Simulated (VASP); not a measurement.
# PtS2 (P-3m1) in VASP: a series of runs

The runs below take PtS2 through single point, with r2SCAN.

Everything below comes from runs of VASP 6.6.1. Logs are shortened: lines on timing, memory, paths and dates and some standing lists are left out, and cuts for length are marked.

### 1 The cell of the first run

It takes space group P-3m1 (No. 164, trigonal). The conventional cell has a = 3.549 Å, b = 3.549 Å, c = 5.369 Å, α = 90.00°, β = 90.00°, γ = 120.00°. Pt (site symmetry -3m) has 6 S at 2.39 Å within 3.2 Å. Within 3.3 Å of S (site symmetry 3m) lie 3 Pt at 2.39 Å and 3 S at 3.20 Å.

### 2 Single point, r2SCAN (19.52 Å³/atom)

POSCAR reads:

```
PtS2
1.0
    3.5487713361      0.0000000000      0.0000000000
   -1.7743856681      3.0733261293      0.0000000000
    0.0000000000      0.0000000000      5.3690300447
Pt S
1 2
Direct
    0.0000000000      0.0000000000      0.0000000000
    0.3333333333      0.6666666667      0.2290431569
    0.6666666667      0.3333333333      0.7709568431
```

INCAR.step1 reads:

```
SYSTEM = PtS2
PREC = Accurate ; ENCUT = 550
ISMEAR = 0 ; SIGMA = 0.05
LREAL = .False. ; LASPH = .True.
NELM = 120 ; NBANDS = 18
GGA = PE ; ALGO = Normal
EDIFF = 1E-5 ; LWAVE = .True.
LCHARG = .False. ; GGA_COMPAT = .False.
```

INCAR.step2 reads:

```
SYSTEM = PtS2
PREC = Accurate ; ENCUT = 550
EDIFF = 1E-6 ; ISMEAR = 0
SIGMA = 0.05 ; LREAL = .False.
LASPH = .True. ; NELM = 120
ALGO = Normal ; ISIF = 2
LWAVE = .False. ; LCHARG = .True.
METAGGA = R2SCAN ; LMIXTAU = .True.
LELF = .True. ; LVHAR = .True.
NBANDS = 18 ; ISTART = 1
GGA_COMPAT = .False.
```

KPOINTS reads:

```
Automatic mesh
0
Gamma
  8 8 4
  0 0 0
```

Potentials or basis: VASP PAW PBE potentials, release 64 (Pt, S).

On the command line:

```
cat potpaw_PBE.64/Pt/POTCAR potpaw_PBE.64/S/POTCAR > POTCAR
cp INCAR.step1 INCAR
mpirun -np 1 vasp_std > vasp.out
cp INCAR.step2 INCAR
mpirun -np 1 vasp_std > vasp.out
```

OUTCAR:

```text
SYSTEM = PtS2
   PREC = Accurate
   ENCUT = 550
   EDIFF = 1E-6
   ISMEAR = 0
   LREAL = .False.
   LASPH = .True.
   NELM = 120
   ISIF = 2
   METAGGA = R2SCAN
   ISTART = 1

 ion  position               nearest neighbor table
   1  0.000  0.000  0.000-   2 2.39   3 2.39   3 2.39   2 2.39   3 2.39   2 2.39
   2  0.333  0.667  0.229-   1 2.39   1 2.39   1 2.39
   3  0.667  0.333  0.771-   1 2.39   1 2.39   1 2.39

  LATTYP: Found a hexagonal cell.
 ALAT       =     3.5487713361
 C/A-ratio  =     1.5129264571

  Lattice vectors:

 A1 = (   3.5487713361,   0.0000000000,   0.0000000000)
 A2 = (  -1.7743856681,   3.0733261293,   0.0000000000)
 A3 = (   0.0000000000,   0.0000000000,   5.3690300447)

Analysis of symmetry for initial positions (statically):
=====================================================================
 Subroutine PRICEL returns:
 Original cell was already a primitive cell.

 Routine SETGRP: Setting up the symmetry group for a
 hexagonal supercell.

 Subroutine GETGRP returns: Found 12 space group operations
 (whereof 12 operations were pure point group operations)
 out of a pool of 24 trial point group operations.

The static configuration has the point symmetry D_3d.

Analysis of symmetry for dynamics (positions and initial velocities):
=====================================================================
 Subroutine PRICEL returns:
 Original cell was already a primitive cell.

 Routine SETGRP: Setting up the symmetry group for a
 hexagonal supercell.

 Subroutine GETGRP returns: Found 12 space group operations
 (whereof 12 operations were pure point group operations)
 out of a pool of 24 trial point group operations.

The dynamic configuration has the point symmetry D_3d.

 Subroutine INISYM returns: Found 12 space group operations
 (whereof 12 operations are pure point group operations),
 and found     1 'primitive' translations

----------------------------------------------------------------------------------------

                                     Primitive cell

  volume of cell :      58.5575

  direct lattice vectors                    reciprocal lattice vectors
     3.548771336  0.000000000  0.000000000     0.281787668  0.162690186  0.000000000
    -1.774385668  3.073326129  0.000000000     0.000000000  0.325380372  0.000000000
     0.000000000  0.000000000  5.369030045     0.000000000  0.000000000  0.186253381

  length of vectors
     3.548771336  3.548771336  5.369030045     0.325380372  0.325380372  0.186253381

  position of ions in fractional coordinates (direct lattice)
     0.000000000  0.000000000  0.000000000
     0.333333333  0.666666667  0.229043157
     0.666666667  0.333333333  0.770956843

  ion indices of the primitive-cell ions
   primitive index   ion index
                 1           1
                 2           2
                 3           3

----------------------------------------------------------------------------------------

 KPOINTS: Automatic mesh

Automatic generation of k-mesh.
 Grid dimensions read from file:
 generate k-points for:    8    8    4

 Generating k-lattice:

  Cartesian coordinates                     Fractional coordinates (reciprocal lattice)
     0.035223459  0.020336273  0.000000000     0.125000000 -0.000000000  0.000000000
     0.000000000  0.040672547  0.000000000     0.000000000  0.125000000  0.000000000
     0.000000000  0.000000000  0.046563345     0.000000000  0.000000000  0.250000000

  Length of vectors
     0.040672547  0.040672547  0.046563345

  Shift w.r.t. Gamma in fractional coordinates (k-lattice)
     0.000000000  0.000000000  0.000000000

 Subroutine IBZKPT returns following result:
 ===========================================

 Found     35 irreducible k-points:

 Following reciprocal coordinates:
            Coordinates               Weight
  0.000000  0.000000  0.000000      1.000000
  0.125000  0.000000  0.000000      6.000000
  0.250000  0.000000  0.000000      6.000000
  0.375000  0.000000  0.000000      6.000000
  0.500000  0.000000  0.000000      3.000000
  0.125000  0.125000  0.000000      6.000000
[... 16 lines left out ...]
 -0.125000  0.500000  0.250000     12.000000
  0.250000  0.250000  0.250000     12.000000
 [... further k-points ...]
   k-points           NKPTS =     35   k-points in BZ     NKDIM =     35   number of bands    NBANDS=     18
   number of dos      NEDOS =    301   number of ions     NIONS =      3
   total plane-waves  NPLWV =  32928
   dimension x,y,z NGX =    28 NGY =   28 NGZ =   42
   dimension x,y,z NGXF=    56 NGYF=   56 NGZF=   84
   ions per type =               1   2
   NGX,Y,Z   is equivalent  to a cutoff of  13.12, 13.12, 13.00 a.u.
   NGXF,Y,Z  is equivalent  to a cutoff of  26.23, 26.23, 26.01 a.u.
 SYSTEM =  PtS2
   PREC   = accura    normal or accurate (medium, high low for compatibility)
   ISTART =      1    job   : 0-new  1-cont  2-samecut
   ICHARG =      0    charge: 1-file 2-atom 10-const
   ISPIN  =      1    spin polarized calculation?
   LNONCOLLINEAR =      F non collinear calculations
   LSORBIT =      F    spin-orbit coupling
   LASPH  =      T    aspherical Exc in radial PAW
   ENCUT  =  550.0 eV  40.42 Ry    6.36 a.u.   6.79  6.79 10.27*2*pi/ulx,y,z
   NELM   =    120;   NELMIN=  2; NELMDL=  0     # of ELM steps
   EDIFF  = 0.1E-05   stopping-criterion for ELM
   LREAL  =      F    real-space projection
   EDIFFG = 0.1E-04   stopping-criterion for IOM
   NSW    =      0    number of steps for IOM
   IBRION =     -1    ionic relax: 0-MD 1-quasi-New 2-CG
   NFREE  =      0    steps in history (QN), initial steepest desc. (CG)
   ISIF   =      2    stress and relaxation
   ISYM   =      2    0-nonsym 1-usesym 2-fastsym
   POTIM  = 0.5000    time-step for ionic-motion
   TEBEG  =    0.0;   TEEND  =   0.0 temperature during run
   PSTRESS=    0.0 pullay stress
   NELECT =      22.0000    total number of electrons
   NUPDOWN=      -1.0000    fix difference up-down
   EMIN   =  10.00;   EMAX   =-10.00  energy-range for DOS
   EFERMI =   0.00;   METHOD = LEGACY
   ISMEAR =     0;   SIGMA  =   0.05  broadening in eV -4-tet -1-fermi 0-gaus
   EFERMI_NEDOS =   21; number of points for ismear=-14 and -15
   IALGO  =     38    algorithm
   IMIX   =      4    mixing-type and parameters
     AMIX     =   0.40;   BMIX     =  1.00
     AMIX_MAG =   1.60;   BMIX_MAG =  1.00
  volume/ion in A,a.u.               =      19.52       131.72
  Fermi-wavevector in a.u.,A,eV,Ry     =   1.181286  2.232306 18.986053  1.395436
  Thomas-Fermi vector in A             =   2.317562
   LORBIT       =      0    0 simple, 1 ext, 2 COOP (PROOUT), +10 PAW based schemes
   METAGGA = R2SCAN    functional components
   LHFCALC =     F    Hartree Fock is set to
   AEXX    =    0.0000 exact exchange contribution
   IVDW    =     0    specifies the selected vdW correction
   LEPSILON=     F    determine dielectric tensor
   LRPA    =     F    only Hartree local field effects (RPA)
 non-spin polarized calculation
 Gauss-broadening in eV      SIGMA  =   0.05
  energy-cutoff  :      550.00
  volume of cell :       58.56
 maximum number of plane-waves:      1744
 NGX is ok and might be reduce to    28
   NGX = 13   NGY = 13   NGZ = 21

 number of electron      21.9999997 magnetization

 Free energy of the ion-electron system (eV)
  ---------------------------------------------------
  ext. energy  EPLUGINS =         0.00000000
  ---------------------------------------------------
  free energy    TOTEN  =       -68.86830526 eV

  energy without entropy =      -68.86830526  energy(sigma->0) =      -68.86830526

 E-fermi :   5.6569     XC(G=0): -10.8994

 val. band max:        5.3915192156   @ k =   0.1250   0.0000   0.0000
 cond. band min:       6.5872414742   @ k =   0.0000   0.2500   0.2500
 fundamental gap:      1.1957222586
 Fermi energy:         5.6568674225

 k-point     1 :       0.0000    0.0000    0.0000
  band No.  band energies     occupation
      1      -9.9826      2.00000
      2      -7.2845      2.00000
      3      -1.1812      2.00000
      4      -0.9887      2.00000
      5      -0.9887      2.00000
      6       1.7834      2.00000
[... 10 lines left out ...]
     17      14.2754      0.00000
     18      17.8178      0.00000

 k-point     2 :       0.1250    0.0000    0.0000
  band No.  band energies     occupation
      1      -9.7798      2.00000
      2      -7.3619      2.00000
      3      -0.9876      2.00000
      4      -0.8706      2.00000
      5      -0.8602      2.00000
      6       1.4807      2.00000
[... 10 lines left out ...]
     17      14.9013      0.00000
     18      16.7739      0.00000

 k-point     3 :       0.2500    0.0000    0.0000
  band No.  band energies     occupation
      1      -9.2280      2.00000
      2      -7.5462      2.00000
      3      -0.7466      2.00000
      4      -0.5694      2.00000
      5      -0.2751      2.00000
      6       0.5169      2.00000
[... 10 lines left out ...]
     17      15.2566      0.00000
     18      15.6440      0.00000

 k-point     4 :       0.3750    0.0000    0.0000
  band No.  band energies     occupation
      1      -8.5355      2.00000
      2      -7.7377      2.00000
      3      -1.2324      2.00000
      4      -0.3729      2.00000
      5       0.1819      2.00000
      6       0.6700      2.00000
[... 375 lines left out ...]
      4      -0.4442      2.00000
      5       0.5326      2.00000
      6       0.7877      2.00000
[... 10 lines left out ...]
     17      14.9775      0.00000
     18      15.9113      0.00000

 k-point    23 :      -0.1250    0.5000    0.2500
  band No.  band energies     occupation
      1      -8.2239      2.00000
      2      -7.7553      2.00000
      3      -1.5535      2.00000
      4      -0.5103      2.00000
      5       0.2354      2.00000
      6       1.1805      2.00000
[... 10 lines left out ...]
     17      15.7185      0.00000
     18      16.0573      0.00000

 k-point    24 :       0.2500    0.2500    0.2500
  band No.  band energies     occupation
      1      -8.1599      2.00000
      2      -7.8442      2.00000
      3      -1.0311      2.00000
      4      -0.5623      2.00000
      5       0.0591      2.00000
      6       0.8303      2.00000
[... 10 lines left out ...]
     17      15.6128      0.00000
     18      16.0035      0.00000

 [... further k-points ...]

------------------------ aborting loop because EDIFF is reached ----------------------------------------

  FORCE on cell =-STRESS in cart. coord.  units (eV):
  Direction    XX          YY          ZZ          XY          YZ          ZX
  --------------------------------------------------------------------------------------
  -------------------------------------------------------------------------------------
  Total        0.2132562      0.2132562      0.2053738     -0.0000000      0.0000000     -0.0000000
  in kB        5.8348504      5.8348504      5.6191824     -0.0000000      0.0000000     -0.0000000
  external PRESSURE =       5.7629611 kB  Pullay stress =       0.0000000 kB

 VOLUME and BASIS-vectors are now :
 -----------------------------------------------------------------------------
  energy-cutoff  :      550.00
  volume of cell :       58.56
      direct lattice vectors                 reciprocal lattice vectors
     3.548771336  0.000000000  0.000000000     0.281787668  0.162690186  0.000000000
    -1.774385668  3.073326129  0.000000000     0.000000000  0.325380372  0.000000000
     0.000000000  0.000000000  5.369030045     0.000000000  0.000000000  0.186253381

 POSITION                                       TOTAL-FORCE (eV/Angst)
 -----------------------------------------------------------------------------------
      0.00000      0.00000      0.00000        -0.000000      0.000000      0.000000
     -0.00000      2.04888      1.22974         0.000000      0.000000     -0.005232
      1.77439      1.02444      4.13929        -0.000000     -0.000000      0.005232
 -----------------------------------------------------------------------------------
    total drift:                                0.000000     -0.000000     -0.000000

  FREE ENERGIE OF THE ION-ELECTRON SYSTEM (eV)
  ---------------------------------------------------
  free  energy   TOTEN  =       -68.8683052599 eV

  energy  without entropy=      -68.8683052599  energy(sigma->0) =      -68.86830526
```

Wall time 77 s (1 thread of Intel Xeon 6975P-C (Granite Rapids), shared host); peak memory 0.2 GiB.

Results:

| Quantity | Value |
| --- | --- |
| Free energy | -68.8683 eV |
| Pressure | 0.6 GPa |
| Largest force | 0.005 eV/Å |
| Band gap on the k mesh | 1.20 eV (least direct gap 1.23 eV) |

Forces in eV/Å, atoms in the order of the input:
```
Pt   0.000  0.000  0.000
S    0.000  0.000 -0.005
S    0.000  0.000  0.005
```

Levels at points of the mesh, in eV from the valence-band top:
| k point | band 7 | band 8 | band 9 | band 10 | band 11 | band 12 | band 13 | band 14 | band 15 | band 16 |
| --- | --- | --- | --- | --- | --- | --- | --- | --- | --- | --- |
| (0.00, 0.00, 0.00) | -3.61 | -1.76 | -0.79 | -0.79 | -0.02 | 2.70 | 2.70 | 5.73 | 6.18 | 8.88 |
| (0.50, 0.00, 0.00) | -2.91 | -2.79 | -2.79 | -2.73 | -2.21 | 2.13 | 2.93 | 5.91 | 7.14 | 8.94 |
| (0.00, 0.00, 0.50) | -3.62 | -2.20 | -0.93 | -0.93 | -0.93 | 3.04 | 3.04 | 6.24 | 7.78 | 8.65 |
| (0.50, 0.00, 0.50) | -2.92 | -2.90 | -2.54 | -2.48 | -1.37 | 2.36 | 2.69 | 5.58 | 6.27 | 8.30 |

Caveat: the PAW data sets were made with another functional, which shifts forces and pressure a little; spin-orbit coupling is left out, which moves the levels of the heavy elements. r2SCAN opens gaps a little over a GGA but as a rule still falls short of measured ones.

(Part 1 of 2 ends here.)
